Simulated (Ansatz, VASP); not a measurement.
One calculation of Zn, two programs

```xyz
3
Lattice="1.4167 0.8180 6.1565 -1.4167 0.8180 6.1565 0.0000 -1.6359 6.1565" Properties=species:S:1:pos:R:3 pbc="T T T"
Zn    0.0000    0.0000    0.0000
Zn    0.0000    0.0000    4.1014
Zn    0.0000    0.0000   14.3680
```

Alike in both runs: functional r2SCAN; k mesh 6 × 6 × 6; occupations gaussian, width 0.1 eV; no spin polarisation.

Ansatz relaxed the structure, and its values are those at the end. VASP's run is a single point on that final structure, the one shown.

|  | VASP | Ansatz |
| --- | --- | --- |
| version | VASP 6.6.1 | Ansatz 0.2.0 |
| potentials or method | VASP PAW PBE potentials, release 64 (Zn), cutoff 520 eV | scalar-relativistic, plane waves, PAW |
| valence electrons in the cell | 36 | 36 |

```tsv
	VASP	Ansatz	Ansatz less VASP
gap on the k mesh at the Fermi level (eV)	none	none	-
pressure (GPa)	0.4	0.0	-0.40
```

VASP's potentials were made for PBE, not for r2SCAN. A gap of «none» marks a metal or a gap that the smearing closes. With one functional, cell and mesh, what is left measures potentials, basis and numerics.

The k mesh is coarse, so the values compare programs but aren't converged.
